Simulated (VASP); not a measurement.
# TiC (Fm-3m) in VASP: single point with PBEsol

Aim: the single point of TiC with PBEsol.

Everything below comes from runs of VASP 6.6.1. Logs are shortened: lines on timing, memory, paths and dates and some standing lists are left out, and cuts for length are marked.

**1. The cell of the first run**

It takes space group Fm-3m (No. 225, cubic). Conventional cell: a = 4.293 Å, b = 4.293 Å, c = 4.293 Å, α = 90.00°, β = 90.00°, γ = 90.00°. Ti (site symmetry m-3m) has 6 C at 2.15 Å within 2.8 Å. C (site symmetry m-3m) has 6 Ti at 2.15 Å within 2.8 Å.

**2. Single point, PBEsol**

INCAR reads:

```
ALGO     = Normal         # electronic algorithm
EDIFF    = 1E-6           # SCF threshold, eV
ENCUT    = 520            # plane-wave cutoff, eV
GGA      = PS             # functional
ISIF     = 2              # what is computed and relaxed
ISMEAR   = 0              # smearing method
ISYM     = 0            
LASPH    = True           # aspherical terms in the spheres
LCHARG   = False          # write CHGCAR
LREAL    = False          # projectors in reciprocal space
LWAVE    = False          # write WAVECAR
NBANDS   = 15             # bands
NELM     = 60             # most SCF steps
PREC     = Accurate       # precision mode
SIGMA    = 0.1            # smearing width, eV
```

KPOINTS reads:

```
k-points
0
Gamma
  11 4 47
```

POSCAR reads:

```
TiC
1.0
    3.0358717259      0.0000000000      0.0000000000
    0.0000000000      9.1076151777      0.0000000000
    1.5179358629      2.5298931049      0.7155618281
Ti C
1 1
Direct
    0.0000000000      0.0000000000      0.0000000000
    0.5000000000      0.5000000000      0.0000000000
```

Potentials or basis: VASP PAW PBE potentials, release 64 (Ti_sv, C).

On the command line:

```bash
$ cat potpaw_PBE.64/Ti_sv/POTCAR potpaw_PBE.64/C/POTCAR > POTCAR
$ mpirun -np 1 vasp_std > vasp.out
```

OUTCAR:

```text
EDIFF = 1E-6
   ENCUT = 520
   GGA = PS
   ISIF = 2
   ISMEAR = 0
   ISYM = 0
   LASPH = True
   LREAL = False
   NELM = 60
   PREC = Accurate

 ion  position               nearest neighbor table
   1  0.000  0.000  0.000-   2 2.15   2 2.15
   2  0.500  0.500  0.000-   1 2.15   1 2.15

IMPORTANT INFORMATION: All symmetrisations will be switched off!
NOSYMM: (Re-)initialisation of all symmetry stuff for point group C_1.

----------------------------------------------------------------------------------------

                                     Primitive cell

  volume of cell :      19.7850

  direct lattice vectors                    reciprocal lattice vectors
     3.035871726  0.000000000  0.000000000     0.329394681  0.000000000 -0.698751639
     0.000000000  9.107615178  0.000000000     0.000000000  0.109798227 -0.388195355
     1.517935863  2.529893105  0.715561828     0.000000000  0.000000000  1.397503277

  length of vectors
     3.035871726  9.107615178  3.035871726     0.772499002  0.403424447  1.397503277

  position of ions in fractional coordinates (direct lattice)
     0.000000000  0.000000000  0.000000000
     0.500000000  0.500000000  0.000000000

  ion indices of the primitive-cell ions
   primitive index   ion index
                 1           1
                 2           2

----------------------------------------------------------------------------------------

 KPOINTS: k-points

Automatic generation of k-mesh.
 Grid dimensions read from file:
 generate k-points for:   11    4   47

 Generating k-lattice:

  Cartesian coordinates                     Fractional coordinates (reciprocal lattice)
     0.029944971  0.000000000 -0.063522876     0.090909091  0.000000000  0.000000000
     0.000000000  0.027449557 -0.097048839     0.000000000  0.250000000  0.000000000
     0.000000000  0.000000000  0.029734112     0.000000000  0.000000000  0.021276596

  Length of vectors
     0.070227182  0.100856112  0.029734112

  Shift w.r.t. Gamma in fractional coordinates (k-lattice)
     0.000000000  0.000000000  0.000000000

 -----------------------------------------------------------------------------
|                                                                             |
|           W    W    AA    RRRRR   N    N  II  N    N   GGGG   !!!           |
|           W    W   A  A   R    R  NN   N  II  NN   N  G    G  !!!           |
|           W    W  A    A  R    R  N N  N  II  N N  N  G       !!!           |
|           W WW W  AAAAAA  RRRRR   N  N N  II  N  N N  G  GGG   !            |
|           WW  WW  A    A  R   R   N   NN  II  N   NN  G    G                |
|           W    W  A    A  R    R  N    N  II  N    N   GGGG   !!!           |
|                                                                             |
|     Your reciprocal lattice and k-lattice belong to different lattice       |
|     classes:                                                                |
|                                                                             |
|        The reciprocal lattice is body-centered cubic,                       |
|        whereas your k-lattice is triclinic.                                 |
|                                                                             |
|     Results are often still useful ...                                      |
|                                                                             |
 -----------------------------------------------------------------------------

 WARNING: IBZKPT: internal override: KBLOWUP is changed to .FALSE.
      ... skipping the blow-up phase ...

 Subroutine IBZKPT returns following result:
 ===========================================

 Found   1035 irreducible k-points:

 Following reciprocal coordinates:
            Coordinates               Weight
  0.000000  0.000000  0.000000      1.000000
  0.090909  0.000000  0.000000      2.000000
  0.181818  0.000000  0.000000      2.000000
  0.272727  0.000000  0.000000      2.000000
  0.363636  0.000000  0.000000      2.000000
  0.454545  0.000000  0.000000      2.000000
[... 16 lines left out ...]
  0.454545  0.500000 -0.000000      2.000000
  0.000000  0.000000  0.021277      2.000000
 [... further k-points ...]
   k-points           NKPTS =   1035   k-points in BZ     NKDIM =   1035   number of bands    NBANDS=     15
   number of dos      NEDOS =    301   number of ions     NIONS =      2
   total plane-waves  NPLWV =  40320
   dimension x,y,z NGX =    24 NGY =   70 NGZ =   24
   dimension x,y,z NGXF=    48 NGYF=  140 NGZF=   48
   ions per type =               1   1
   NGX,Y,Z   is equivalent  to a cutoff of  13.14, 12.78, 13.14 a.u.
   NGXF,Y,Z  is equivalent  to a cutoff of  26.29, 25.55, 26.29 a.u.
 SYSTEM =  unknown system
   PREC   = accura    normal or accurate (medium, high low for compatibility)
   ISTART =      0    job   : 0-new  1-cont  2-samecut
   ICHARG =      2    charge: 1-file 2-atom 10-const
   ISPIN  =      1    spin polarized calculation?
   LNONCOLLINEAR =      F non collinear calculations
   LSORBIT =      F    spin-orbit coupling
   LASPH  =      T    aspherical Exc in radial PAW
   ENCUT  =  520.0 eV  38.22 Ry    6.18 a.u.   5.64 16.93  5.64*2*pi/ulx,y,z
   NELM   =     60;   NELMIN=  2; NELMDL= -5     # of ELM steps
   EDIFF  = 0.1E-05   stopping-criterion for ELM
   LREAL  =      F    real-space projection
   EDIFFG = 0.1E-04   stopping-criterion for IOM
   NSW    =      0    number of steps for IOM
   IBRION =     -1    ionic relax: 0-MD 1-quasi-New 2-CG
   NFREE  =      0    steps in history (QN), initial steepest desc. (CG)
   ISIF   =      2    stress and relaxation
   ISYM   =      0    0-nonsym 1-usesym 2-fastsym
   POTIM  = 0.5000    time-step for ionic-motion
   TEBEG  =    0.0;   TEEND  =   0.0 temperature during run
   PSTRESS=    0.0 pullay stress
   NELECT =      16.0000    total number of electrons
   NUPDOWN=      -1.0000    fix difference up-down
   EMIN   =  10.00;   EMAX   =-10.00  energy-range for DOS
   EFERMI =   0.00;   METHOD = LEGACY
   ISMEAR =     0;   SIGMA  =   0.10  broadening in eV -4-tet -1-fermi 0-gaus
   EFERMI_NEDOS =   21; number of points for ismear=-14 and -15
   IALGO  =     38    algorithm
   IMIX   =      4    mixing-type and parameters
     AMIX     =   0.40;   BMIX     =  1.00
     AMIX_MAG =   1.60;   BMIX_MAG =  1.00
  volume/ion in A,a.u.               =       9.89        66.76
  Fermi-wavevector in a.u.,A,eV,Ry     =   1.525234  2.882274 31.651750  2.326338
  Thomas-Fermi vector in A             =   2.633432
   LORBIT       =      0    0 simple, 1 ext, 2 COOP (PROOUT), +10 PAW based schemes
   GGA     = PS    functional components
   LHFCALC =     F    Hartree Fock is set to
   AEXX    =    0.0000 exact exchange contribution
   IVDW    =     0    specifies the selected vdW correction
   LEPSILON=     F    determine dielectric tensor
   LRPA    =     F    only Hartree local field effects (RPA)
 non-spin polarized calculation
 Gauss-broadening in eV      SIGMA  =   0.10
  energy-cutoff  :      520.00
  volume of cell :       19.78
 maximum number of plane-waves:       544
   NGX = 11   NGY = 33   NGZ = 11

 number of electron      15.9999999 magnetization

 Free energy of the ion-electron system (eV)
  ---------------------------------------------------
  ext. energy  EPLUGINS =         0.00000000
  ---------------------------------------------------
  free energy    TOTEN  =       -19.80310246 eV

  energy without entropy =      -19.80147974  energy(sigma->0) =      -19.80229110

 E-fermi :   9.6154     XC(G=0): -12.9981

 val. band max:        9.6107423829   @ k =  -0.0909   0.2500   0.0213
 cond. band min:       9.6157055548   @ k =   0.4545   0.5000  -0.0000
 fundamental gap:      0.0049631719
 Fermi energy:         9.6153545436

 k-point     1 :       0.0000    0.0000    0.0000
  band No.  band energies     occupation
      1     -46.6395      2.00000
      2     -22.7520      2.00000
      3     -22.7518      2.00000
      4     -22.7503      2.00000
      5      -2.8755      2.00000
      6      10.2860      0.00000
      7      10.2868      0.00000
      8      10.2872      0.00000
      9      11.3529      0.00000
     10      11.3535      0.00000
     11      11.3546      0.00000
     12      11.3962      0.00000
     13      11.3971      0.00000
     14      20.4859      0.00000
     15      23.6475      0.00000

 k-point     2 :       0.0909    0.0000    0.0000
  band No.  band energies     occupation
      1     -46.6165      2.00000
      2     -22.8849      2.00000
      3     -22.7827      2.00000
      4     -22.7739      2.00000
      5      -2.1996      2.00000
      6       7.9077      2.00000
      7       8.8605      2.00000
      8       9.1586      2.00000
      9      10.3256      0.00000
     10      11.3917      0.00000
     11      12.4798      0.00000
     12      13.3088      0.00000
     13      14.7825      0.00000
     14      21.5110      0.00000
     15      23.8906      0.00000

 k-point     3 :       0.1818    0.0000    0.0000
  band No.  band energies     occupation
      1     -46.5684      2.00000
      2     -23.1221      2.00000
      3     -22.8513      2.00000
      4     -22.8447      2.00000
      5      -0.7181      2.00000
      6       5.5974      2.00000
      7       7.3375      2.00000
      8       8.1058      2.00000
      9      10.6022      0.00000
     10      12.4707      0.00000
     11      13.4809      0.00000
     12      14.8049      0.00000
     13      16.8144      0.00000
     14      21.9144      0.00000
     15      24.5458      0.00000
[... 343 lines left out ...]
 k-point    23 :       0.4545    0.5000   -0.0000
  band No.  band energies     occupation
      1     -46.5321      2.00000
      2     -23.2198      2.00000
      3     -22.9364      2.00000
      4     -22.9294      2.00000
      5      -0.5382      2.00000
      6       5.9721      2.00000
      7       7.8466      2.00000
      8       9.4089      1.99650
      9       9.6157      0.99604
     10      12.5363      0.00000
     11      13.3849      0.00000
     12      13.3859      0.00000
     13      15.9560      0.00000
     14      21.9101      0.00000
     15      24.7118      0.00000

 k-point    24 :       0.0000    0.0000    0.0213
  band No.  band energies     occupation
      1     -46.6351      2.00000
      2     -22.7808      2.00000
      3     -22.7565      2.00000
      4     -22.7531      2.00000
      5      -2.7476      2.00000
      6       9.7236      0.12578
      7       9.9265      0.00001
      8      10.0108      0.00000
      9      10.4544      0.00000
     10      10.8418      0.00000
     11      11.6801      0.00000
     12      12.3963      0.00000
     13      12.7723      0.00000
     14      20.7023      0.00000
     15      23.7220      0.00000

 [... further k-points ...]

------------------------ aborting loop because EDIFF is reached ----------------------------------------

  FORCE on cell =-STRESS in cart. coord.  units (eV):
  Direction    XX          YY          ZZ          XY          YZ          ZX
  --------------------------------------------------------------------------------------
  -------------------------------------------------------------------------------------
  Total        0.0411885      0.0275653      0.0292072      0.0013109      0.0131372     -0.0027842
  in kB        3.3354230      2.2322237      2.3651886      0.1061587      1.0638454     -0.2254655
  external PRESSURE =       2.6442784 kB  Pullay stress =       0.0000000 kB

 VOLUME and BASIS-vectors are now :
 -----------------------------------------------------------------------------
  energy-cutoff  :      520.00
  volume of cell :       19.78
      direct lattice vectors                 reciprocal lattice vectors
     3.035871726  0.000000000  0.000000000     0.329394681  0.000000000 -0.698751639
     0.000000000  9.107615178  0.000000000     0.000000000  0.109798227 -0.388195355
     1.517935863  2.529893105  0.715561828     0.000000000  0.000000000  1.397503277

 POSITION                                       TOTAL-FORCE (eV/Angst)
 -----------------------------------------------------------------------------------
      0.00000      0.00000      0.00000         0.000000      0.000000     -0.000000
      1.51794      4.55381      0.00000        -0.000000     -0.000000      0.000000
 -----------------------------------------------------------------------------------
    total drift:                                0.000000      0.000000     -0.000000

  FREE ENERGIE OF THE ION-ELECTRON SYSTEM (eV)
  ---------------------------------------------------
  free  energy   TOTEN  =       -19.8031024572 eV

  energy  without entropy=      -19.8014797416  energy(sigma->0) =      -19.80229110
```

It took 16 min on 1 thread of Intel Xeon Platinum 8259CL at 2.50GHz (Skylake/Cascade Lake), shared host; peak memory 0.45 GiB.

Results:

| Quantity | Value |
| --- | --- |
| Free energy | -19.8031 eV |
| Pressure | 0.3 GPa |
| Band gap on the k mesh | zero (bands 8 and 9 overlap by 1.01 eV) |

Levels at points of the mesh, in eV from the Fermi level:
| k point | band 6 | band 7 | band 8 | band 9 | band 10 | band 11 |
| --- | --- | --- | --- | --- | --- | --- |
| (0.00, 0.00, 0.00) | 0.67 | 0.67 | 0.67 | 1.74 | 1.74 | 1.74 |
| (0.00, 0.50, 0.00) | -6.00 | -2.98 | -2.98 | 3.02 | 3.02 | 4.26 |

Caveat: the PAW data sets were made with another functional, which shifts forces and pressure a little.
